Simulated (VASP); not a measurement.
# Al3GaN4 (P1) in VASP: a series of runs

Al3GaN4 is run at these levels: PBEsol; tasks: single point.

All numbers are computed with VASP 6.6.1; they aren't measurements. Logs are shortened: lines on timing, memory, paths and dates and some standing lists are left out, and cuts for length are marked.

## 1. The cell of the first run

The typed cell holds 8 atoms: a = 4.378 Å, b = 4.798 Å, c = 4.426 Å, α = 93.71°, β = 92.66°, γ = 88.32°.

## 2. Single point, PBEsol (atoms moved at random and the cell strained at random)

INCAR

```
SYSTEM = Al3GaN4
PREC = Accurate
ENCUT = 520
EDIFF = 1E-6
ISMEAR = 0
SIGMA = 0.05
LREAL = .FALSE.
LASPH = .TRUE.
NELM = 80
ALGO = Normal
ISIF = 2
LWAVE = .FALSE.
LCHARG = .TRUE.
GGA = PS
LELF = .TRUE.
LVHAR = .TRUE.
NBANDS = 31
```

KPOINTS

```
Automatic mesh
0
G
  6 6 6
  0 0 0
```

POSCAR

```
Al3GaN4
1.0
    4.3761455159      0.0653229982     -0.1012046452
    0.0653229982      4.7953508053     -0.1484059247
   -0.1012046452     -0.1484059247      4.4218933654
Al Ga N
3 1 4
Direct
    0.6076082031      0.4708617337      0.0320280636
    0.3871285873      0.0271478360      0.4851743007
    0.0231796555      0.4754054267      0.4674599563
   -0.0768454176      0.0288544138     -0.0742987897
    0.7859990515      0.7578277273      0.3485121391
    0.7664439838      0.2353094180      0.7979810623
    0.1977692005      0.7568217156      0.7579859453
    0.3087167358      0.2477717289      0.1851573224
```

Potentials or basis: VASP PAW PBE potentials, release 64 (Al, Ga_d, N).

Command:

```
$ cat potpaw_PBE.64/Al/POTCAR potpaw_PBE.64/Ga_d/POTCAR potpaw_PBE.64/N/POTCAR > POTCAR
$ mpirun -np 1 vasp_std > vasp.out
```

OUTCAR:

```text
SYSTEM = Al3GaN4
   PREC = Accurate
   ENCUT = 520
   EDIFF = 1E-6
   ISMEAR = 0
   LREAL = .FALSE.
   LASPH = .TRUE.
   NELM = 80
   ISIF = 2
   GGA = PS

 ion  position               nearest neighbor table
   1  0.608  0.471  0.032-   6 1.64   8 1.89   5 2.04   4 2.53   7 2.54   3 2.59   4 3.12   3 3.16
                             2 3.22   2 3.25   3 3.27
   2  0.387  0.027  0.485-   8 1.77   7 2.05   5 2.22   6 2.32   3 2.64   4 2.88   4 2.98   3 3.12
                             4 3.13   1 3.22   1 3.25
   3  0.023  0.475  0.467-   5 1.78   7 1.95   8 2.05   6 2.28   1 2.59   2 2.64   4 3.10   2 3.12
                             4 3.13   1 3.16   1 3.27
   4  0.923  0.029  0.926-   6 1.33   7 1.89   8 2.24   1 2.53   2 2.88   2 2.98   3 3.10   1 3.12
                             2 3.13   3 3.13
   5  0.786  0.758  0.349-   3 1.78   1 2.04   2 2.22
   6  0.766  0.235  0.798-   4 1.33   1 1.64   3 2.28   2 2.32
   7  0.198  0.757  0.758-   4 1.89   3 1.95   2 2.05   1 2.54
   8  0.309  0.248  0.185-   2 1.77   1 1.89   3 2.05   4 2.24

  LATTYP: Found a triclinic cell.
 ALAT       =     4.4255403776
 B/A-ratio  =     1.4265660194
 C/A-ratio  =     0.9892132079
 COS(alpha) =     0.0103467180
 COS(beta)  =     0.0464586579
 COS(gamma) =     0.6517889465

  Lattice vectors:

 A1 = (  -0.1012046452,  -0.1484059247,   4.4218933654)
 A2 = (  -0.0358816470,   4.6469448806,   4.2734874407)
 A3 = (  -4.3761455159,  -0.0653229982,   0.1012046452)

Analysis of symmetry for initial positions (statically):
=====================================================================
 Subroutine PRICEL returns:
 Original cell was already a primitive cell.

 Routine SETGRP: Setting up the symmetry group for a
 triclinic supercell.

 Subroutine GETGRP returns: Found  1 space group operations
 (whereof  1 operations were pure point group operations)
 out of a pool of  2 trial point group operations.

The static configuration has the point symmetry C_1 .

Analysis of symmetry for dynamics (positions and initial velocities):
=====================================================================
 Subroutine PRICEL returns:
 Original cell was already a primitive cell.

 Routine SETGRP: Setting up the symmetry group for a
 triclinic supercell.

 Subroutine GETGRP returns: Found  1 space group operations
 (whereof  1 operations were pure point group operations)
 out of a pool of  2 trial point group operations.

The dynamic configuration has the point symmetry C_1 .

 Subroutine INISYM returns: Found  1 space group operations
 (whereof  1 operations are pure point group operations),
 and found     1 'primitive' translations

----------------------------------------------------------------------------------------

                                     Primitive cell

  volume of cell :      92.6317

  direct lattice vectors                    reciprocal lattice vectors
     4.376145516  0.065322998 -0.101204645     0.228674466 -0.002956137  0.005134500
     0.065322998  4.795350805 -0.148405925    -0.002956137  0.208790354  0.006939686
    -0.101204645 -0.148405925  4.421893365     0.005134500  0.006939686  0.226497892

  length of vectors
     4.377802994  4.798091366  4.425540378     0.228751204  0.208926566  0.226662342

  position of ions in fractional coordinates (direct lattice)
     0.607608203  0.470861734  0.032028064
     0.387128587  0.027147836  0.485174301
     0.023179656  0.475405427  0.467459956
     0.923154582  0.028854414  0.925701210
     0.785999051  0.757827727  0.348512139
     0.766443984  0.235309418  0.797981062
     0.197769200  0.756821716  0.757985945
     0.308716736  0.247771729  0.185157322

  ion indices of the primitive-cell ions
   primitive index   ion index
                 1           1
                 2           2
                 3           3
                 4           4
                 5           5
                 6           6
                 7           7
                 8           8

----------------------------------------------------------------------------------------

 KPOINTS: Automatic mesh

Automatic generation of k-mesh.
 Grid dimensions read from file:
 generate k-points for:    6    6    6

 Generating k-lattice:

  Cartesian coordinates                     Fractional coordinates (reciprocal lattice)
     0.038112411 -0.000492689  0.000855750     0.166666667 -0.000000000 -0.000000000
    -0.000492689  0.034798392  0.001156614     0.000000000  0.166666667 -0.000000000
     0.000855750  0.001156614  0.037749649     0.000000000 -0.000000000  0.166666667

  Length of vectors
     0.038125201  0.034821094  0.037777057

  Shift w.r.t. Gamma in fractional coordinates (k-lattice)
     0.000000000  0.000000000  0.000000000

 Subroutine IBZKPT returns following result:
 ===========================================

 Found    112 irreducible k-points:

 Following reciprocal coordinates:
            Coordinates               Weight
  0.000000  0.000000  0.000000      1.000000
  0.166667  0.000000  0.000000      2.000000
  0.333333  0.000000 -0.000000      2.000000
  0.500000  0.000000 -0.000000      1.000000
  0.000000  0.166667 -0.000000      2.000000
  0.166667  0.166667 -0.000000      2.000000
[... 16 lines left out ...]
  0.333333 -0.000000  0.166667      2.000000
  0.500000 -0.000000  0.166667      2.000000
 [... further k-points ...]
   k-points           NKPTS =    112   k-points in BZ     NKDIM =    112   number of bands    NBANDS=     31
   number of dos      NEDOS =    301   number of ions     NIONS =      8
   total plane-waves  NPLWV =  46656
   dimension x,y,z NGX =    36 NGY =   36 NGZ =   36
   dimension x,y,z NGXF=    72 NGYF=   72 NGZF=   72
   ions per type =               3   1   4
   NGX,Y,Z   is equivalent  to a cutoff of  13.67, 12.47, 13.52 a.u.
   NGXF,Y,Z  is equivalent  to a cutoff of  27.34, 24.95, 27.05 a.u.
 SYSTEM =  Al3GaN4
   PREC   = accura    normal or accurate (medium, high low for compatibility)
   ISTART =      0    job   : 0-new  1-cont  2-samecut
   ICHARG =      2    charge: 1-file 2-atom 10-const
   ISPIN  =      1    spin polarized calculation?
   LNONCOLLINEAR =      F non collinear calculations
   LSORBIT =      F    spin-orbit coupling
   LASPH  =      T    aspherical Exc in radial PAW
   ENCUT  =  520.0 eV  38.22 Ry    6.18 a.u.   8.14  8.92  8.23*2*pi/ulx,y,z
   NELM   =     80;   NELMIN=  2; NELMDL= -5     # of ELM steps
   EDIFF  = 0.1E-05   stopping-criterion for ELM
   LREAL  =      F    real-space projection
   EDIFFG = 0.1E-04   stopping-criterion for IOM
   NSW    =      0    number of steps for IOM
   IBRION =     -1    ionic relax: 0-MD 1-quasi-New 2-CG
   NFREE  =      0    steps in history (QN), initial steepest desc. (CG)
   ISIF   =      2    stress and relaxation
   ISYM   =      2    0-nonsym 1-usesym 2-fastsym
   POTIM  = 0.5000    time-step for ionic-motion
   TEBEG  =    0.0;   TEEND  =   0.0 temperature during run
   PSTRESS=    0.0 pullay stress
   NELECT =      42.0000    total number of electrons
   NUPDOWN=      -1.0000    fix difference up-down
   EMIN   =  10.00;   EMAX   =-10.00  energy-range for DOS
   EFERMI =   0.00;   METHOD = LEGACY
   ISMEAR =     0;   SIGMA  =   0.05  broadening in eV -4-tet -1-fermi 0-gaus
   EFERMI_NEDOS =   21; number of points for ismear=-14 and -15
   IALGO  =     38    algorithm
   IMIX   =      4    mixing-type and parameters
     AMIX     =   0.40;   BMIX     =  1.00
     AMIX_MAG =   1.60;   BMIX_MAG =  1.00
  volume/ion in A,a.u.               =      11.58        78.14
  Fermi-wavevector in a.u.,A,eV,Ry     =   1.257684  2.376677 21.521258  1.581768
  Thomas-Fermi vector in A             =   2.391330
   LORBIT       =      0    0 simple, 1 ext, 2 COOP (PROOUT), +10 PAW based schemes
   GGA     = PS    functional components
   LHFCALC =     F    Hartree Fock is set to
   AEXX    =    0.0000 exact exchange contribution
   IVDW    =     0    specifies the selected vdW correction
   LEPSILON=     F    determine dielectric tensor
   LRPA    =     F    only Hartree local field effects (RPA)
 non-spin polarized calculation
 Gauss-broadening in eV      SIGMA  =   0.05
  energy-cutoff  :      520.00
  volume of cell :       92.63
 maximum number of plane-waves:      2517
 NGX is ok and might be reduce to    36
   NGX = 17   NGY = 17   NGZ = 17

 number of electron      42.0000003 magnetization

 Free energy of the ion-electron system (eV)
  ---------------------------------------------------
  ext. energy  EPLUGINS =         0.00000000
  ---------------------------------------------------
  free energy    TOTEN  =       -45.98602778 eV

  energy without entropy =      -45.98548197  energy(sigma->0) =      -45.98575488

 E-fermi :   6.5280     XC(G=0): -10.9564

 val. band max:        6.4969646676   @ k =  -0.3333  -0.0000   0.3333
 cond. band min:       6.8241858349   @ k =   0.0000   0.1667  -0.0000
 fundamental gap:      0.3272211673
 Fermi energy:         6.5280068390

 k-point     1 :       0.0000    0.0000    0.0000
  band No.  band energies     occupation
      1     -13.1720      2.00000
      2      -9.5212      2.00000
      3      -9.1569      2.00000
      4      -9.0676      2.00000
      5      -8.6278      2.00000
      6      -8.4554      2.00000
[... 23 lines left out ...]
     30      15.0481      0.00000
     31      16.0282      0.00000

 k-point     2 :       0.1667    0.0000    0.0000
  band No.  band energies     occupation
      1     -13.1612      2.00000
      2      -9.4747      2.00000
      3      -9.1399      2.00000
      4      -9.0441      2.00000
      5      -8.6308      2.00000
      6      -8.4512      2.00000
[... 23 lines left out ...]
     30      14.9669      0.00000
     31      15.9758      0.00000

 k-point     3 :       0.3333    0.0000   -0.0000
  band No.  band energies     occupation
      1     -13.1396      2.00000
      2      -9.4057      2.00000
      3      -9.1155      2.00000
      4      -8.9098      2.00000
      5      -8.6308      2.00000
      6      -8.4300      2.00000
[... 703 lines left out ...]
     30      14.4739      0.00000
     31      14.9674      0.00000

 k-point    24 :       0.5000   -0.0000    0.1667
  band No.  band energies     occupation
      1     -13.1232      2.00000
      2      -9.3908      2.00000
      3      -9.1126      2.00000
      4      -8.7739      2.00000
      5      -8.5754      2.00000
      6      -8.3454      2.00000
[... 23 lines left out ...]
     30      14.3569      0.00000
     31      15.0648      0.00000

 [... further k-points ...]
[... 5 lines left out ...]
  --------------------------------------------------------------------------------------
  -------------------------------------------------------------------------------------
  Total       12.6563599     26.3268143      9.8063815    -26.5102730    -13.7775619     15.5287700
  in kB      218.9070462    455.3540846    169.6132240   -458.5272237   -238.2995913    268.5888530
  external PRESSURE =     281.2914516 kB  Pullay stress =       0.0000000 kB

 VOLUME and BASIS-vectors are now :
 -----------------------------------------------------------------------------
  energy-cutoff  :      520.00
  volume of cell :       92.63
      direct lattice vectors                 reciprocal lattice vectors
     4.376145516  0.065322998 -0.101204645     0.228674466 -0.002956137  0.005134500
     0.065322998  4.795350805 -0.148405925    -0.002956137  0.208790354  0.006939686
    -0.101204645 -0.148405925  4.421893365     0.005134500  0.006939686  0.226497892

 POSITION                                       TOTAL-FORCE (eV/Angst)
 -----------------------------------------------------------------------------------
      2.68650      2.29288      0.01025        -5.166886      6.363329      2.628376
      1.64680      0.08347      2.10218         3.168244     -4.509714      1.397713
      0.08518      2.21188      1.99416         1.623581      1.729622      2.068278
      3.94806      0.06129      3.99564        20.924770    -31.559989     17.431854
      3.45388      3.63367      1.34907        -3.293237      0.286117     -3.793578
      3.28868      1.06003      3.41610       -17.797172     26.933030    -21.316906
      0.83819      3.52965      3.21940         2.809282     -0.569682     -0.409580
      1.34844      1.18084      0.75073        -2.268581      1.327288      1.993844
 -----------------------------------------------------------------------------------
    total drift:                               -0.000370     -0.000082     -0.000244

  FREE ENERGIE OF THE ION-ELECTRON SYSTEM (eV)
  ---------------------------------------------------
  free  energy   TOTEN  =       -45.9860277810 eV

  energy  without entropy=      -45.9854819703  energy(sigma->0) =      -45.98575488
```

Wall time 10 min (1 thread of AMD EPYC 7R13, shared host); peak memory 0.36 GiB.

What came out:

```
Free energy            : -45.9860 eV
Pressure               : 28.1 GPa
Largest force          : 41.686 eV/Å
Band gap on the k mesh : zero (bands 21 and 22 overlap by 0.06 eV)
```

Forces in eV/Å, atoms in the order of the input:
```
Al   -5.167   6.363   2.628
Al    3.168  -4.510   1.398
Al    1.624   1.730   2.068
Ga   20.925 -31.560  17.432
N    -3.293   0.286  -3.794
N   -17.797  26.933 -21.317
N     2.809  -0.570  -0.410
N    -2.269   1.327   1.994
```

Levels at points of the mesh, in eV from the Fermi level:
```tsv
k point	band 18	band 19	band 20	band 21	band 22	band 23	band 24	band 25
(0.00, 0.00, 0.00)	-2.79	-1.90	-1.48	-0.25	-0.09	0.78	1.66	2.80
(0.50, 0.00, 0.00)	-2.80	-2.54	-2.19	-1.36	1.80	2.23	3.87	4.68
(0.00, 0.50, 0.00)	-3.04	-2.31	-1.73	-0.40	1.52	2.54	3.12	4.22
(0.50, 0.50, 0.00)	-2.30	-2.23	-1.86	-0.95	2.59	3.37	4.24	5.00
(0.00, 0.00, 0.50)	-2.81	-2.35	-1.91	-1.44	2.25	2.52	3.84	4.56
(0.50, 0.00, 0.50)	-2.77	-1.96	-0.73	-0.06	2.06	3.85	4.18	4.90
(0.00, 0.50, 0.50)	-2.56	-2.11	-1.88	-0.97	3.00	3.13	3.95	4.63
(0.50, 0.50, 0.50)	-2.19	-1.60	-0.66	-0.15	2.26	2.97	3.53	4.05
```

Caveat: the cell differs from its parent crystal (atoms moved at random and the cell strained at random); atoms lie so close that the PAW spheres overlap strongly, which falsifies energies and pressures; the stress differs along the axes, from 17 to 46 GPa; semilocal functionals underestimate gaps, and a narrow one can read as zero; the PAW data sets were made with another functional, which shifts forces and pressure a little.

## 3. Single point, PBEsol (atoms moved at random and the cell strained at random)

INCAR

```
SYSTEM = Al3GaN4
ALGO = Normal
EDIFF = 1E-7
ENCUT = 520
GGA = PS
ISIF = 2
ISMEAR = 0
LASPH = .TRUE.
LCHARG = .TRUE.
LELF = .TRUE.
LREAL = .FALSE.
LVHAR = .TRUE.
LWAVE = .FALSE.
NBANDS = 31
NELM = 80
PREC = Accurate
SIGMA = 0.05
```

KPOINTS

```
k-points
0
G
  6 6 6
  0 0 0
```

POSCAR

```
Al3GaN4
1.0
    4.3774540649      0.1326854306     -0.0872827636
    0.1326854306      4.3476806624     -0.0501628550
   -0.0872827636     -0.0501628550      4.3862353524
Al Ga N
3 1 4
Direct
    0.5149372655      0.4882928946      0.0048746568
    0.4819242994     -0.0074087026      0.5122903113
   -0.0045035323      0.5114133627      0.4915163167
   -0.0148156903      0.0244628242     -0.0063531140
    0.7689944210      0.7386568434      0.2599818129
    0.7339157760      0.2597492135      0.7446991021
    0.2636430945      0.7646674191      0.7271877164
    0.2559043662      0.2201661450      0.2658031978
```

Potentials or basis: VASP PAW PBE potentials, release 64 (Al, Ga_d, N).

Command:

```
$ cat potpaw_PBE.64/Al/POTCAR potpaw_PBE.64/Ga_d/POTCAR potpaw_PBE.64/N/POTCAR > POTCAR
$ mpirun -np 1 vasp_std > vasp.out
```

Wall time 8.9 min (1 thread of AMD EPYC 7R13, shared host); peak memory 0.33 GiB.

Results (log left out):

- Free energy: -58.2985 eV
- Pressure: 12.1 GPa
- Largest force: 4.467 eV/Å
- Band gap on the k mesh: 2.79 eV

Forces in eV/Å, atoms in the order of the input:
```
Al  -2.033  1.702  0.960
Al   3.203 -0.326 -0.512
Al   2.472 -2.356  2.429
Ga   1.344 -2.499  0.795
N   -3.096  2.102 -2.440
N    0.494  0.301 -1.908
N   -1.575 -2.587  2.611
N   -0.808  3.663 -1.935
```

Stress tensor (GPa, compression positive):
```
 11.87 -15.25  12.63
-15.25  12.05  -4.01
 12.63  -4.01  12.50
```

Levels at points of the mesh, in eV from the valence-band top:
```csv
k point,band 19,band 20,band 21,band 22,band 23,band 24
"(0.00, 0.00, 0.00)",-0.47,-0.28,0.00,2.79,3.00,3.24
"(0.50, 0.00, 0.00)",-1.42,-1.34,-0.85,5.00,5.38,5.68
"(0.00, 0.50, 0.00)",-1.44,-1.20,-0.98,5.14,5.38,5.60
"(0.50, 0.50, 0.00)",-0.82,-0.73,-0.46,6.81,6.95,7.19
"(0.00, 0.00, 0.50)",-1.37,-1.10,-0.83,5.10,5.32,5.64
"(0.50, 0.00, 0.50)",-1.00,-0.82,-0.57,6.67,7.08,7.12
"(0.00, 0.50, 0.50)",-1.01,-0.76,-0.42,6.52,6.84,7.15
"(0.50, 0.50, 0.50)",-0.57,-0.45,-0.24,5.40,6.36,6.50
```

Caveat: the cell differs from its parent crystal (atoms moved at random and the cell strained at random); the cell stands under pressure; the PAW data sets were made with another functional, which shifts forces and pressure a little.

The gap in the log of VASP goes by the Fermi energy; the results here count the filled bands.